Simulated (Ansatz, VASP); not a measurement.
## Zn: VASP beside Ansatz

The input INCAR:

```
PREC = Accurate
ENCUT = 520
EDIFF = 1E-6
ISMEAR = -1
SIGMA = 0.08
LREAL = F
LASPH = T
NELM = 100
ALGO = Normal
ISIF = 2
LWAVE = F
LCHARG = T
GGA = PE
LELF = T
LVHAR = T
NBANDS = 12
```

Contents of KPOINTS:

```
regular mesh
0
Gamma
  17 17 17
```

File POSCAR:

```
Zn
1.0
    2.2178004551      0.0000000000      0.0000000000
    0.0000000000      2.2178004551      0.0000000000
    0.0000000000      0.0000000000      2.2178004551
Zn
1
Direct
    0.0000000000      0.0000000000      0.0000000000
```

Input for Ansatz:

```yaml
crystal:
  lattice:
    - [2.2178004551, 0.0, 0.0]
    - [0.0, 2.2178004551, 0.0]
    - [0.0, 0.0, 2.2178004551]
  atoms:
    - { symbol: Zn, position: [0.0, 0.0, 0.0] }
kpoints:
  mp_grid: { grid: [17, 17, 17] }
scf:
  occupations: { method: fermi_dirac, width: 0.08 }
hamiltonian:
  xc: pbe
  pseudopotentials: { kind: all_electron, lapw: { basis_error: 0.001 } }
output:
  forces: true
  stress: true
  eigenvalues: true
  populations: true
```

Change from the starting cell: volume scaled by 0.6, LAPW.

Alike in both runs: task single point; functional PBE; k mesh 17 × 17 × 17; occupations fermi-dirac, width 0.08 eV; no spin polarisation.

```csv
,VASP,Ansatz
version,VASP 6.6.1,Ansatz 0.2.0
potentials or method,"VASP PAW PBE potentials, release 64 (Zn), cutoff 520 eV","all-electron LAPW, scalar-relativistic"
```

VASP gave:

```
pressure (GPa) : 90.3
```

Question: Estimate Ansatz's values.

Answer: Pressure (GPa): 88.7.

Both programs put the cell under a high pressure, so it lies far from rest at this level. Ansatz ran all-electron here, and VASP with PAW potentials.

Noted on VASP's run: the cell as given lies far from equilibrium.
